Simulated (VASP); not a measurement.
Set up this calculation in VASP 6.6.1, as the native input.

| Property | Result |
| --- | --- |
| Task | single point |
| Functional | LDA |
| Potentials or basis | VASP PAW LDA potentials, release 64 (Te, Mo_sv) |
| Cutoff | 520 eV |
| k mesh | 12 × 12 × 2 |
| Occupations | gaussian, width 0.02 eV |
| Spin | no spin polarisation |
| Dipole correction | no |
| Further INCAR settings | ALGO = Normal; EDIFF = 1e-07; NBANDS = 35 |

The structure of Te2Mo lies in POSCAR:

```
Te2Mo
1.0
    3.4728898966      0.0000000000      0.0000000000
   -1.7364449483      3.0076108750      0.0000000000
    0.0000000000      0.0000000000     13.7686885652
Te Mo
4 2
Direct
    0.3333333333      0.6666666667      0.6195395448
    0.6666666667      0.3333333333      0.1195395448
    0.6666666667      0.3333333333      0.3804604552
    0.3333333333      0.6666666667      0.8804604552
    0.3333333333      0.6666666667      0.2500000000
    0.6666666667      0.3333333333      0.7500000000
```

The input as run:

INCAR

```
PREC = Accurate
ENCUT = 520
EDIFF = 1E-7
ISMEAR = 0
SIGMA = 0.02
LREAL = F
LASPH = T
NELM = 60
ALGO = Normal
ISIF = 2
LWAVE = F
LCHARG = F
NBANDS = 35
```

KPOINTS

```
regular mesh
0
Gamma
  12 12 2
```

Potentials or basis: VASP PAW LDA potentials, release 64 (Te, Mo_sv).

Command:

```bash
$ cat potpaw_LDA.64/Te/POTCAR potpaw_LDA.64/Mo_sv/POTCAR > POTCAR
$ mpirun -np 1 vasp_std > vasp.out
```

Results of the run:

The pressure is 0.3 GPa. The largest force is 0.054 eV/Å. The band gap on the k mesh is 0.68 eV (least direct gap 1.10 eV).

Caveat: spin-orbit coupling is left out, which moves the levels of the heavy elements.

Run time: 2.2 min on 1 thread of Intel(R) Xeon(R) 6975P-C (Granite Rapids), with other jobs on the host, peak memory 0.32 GiB.
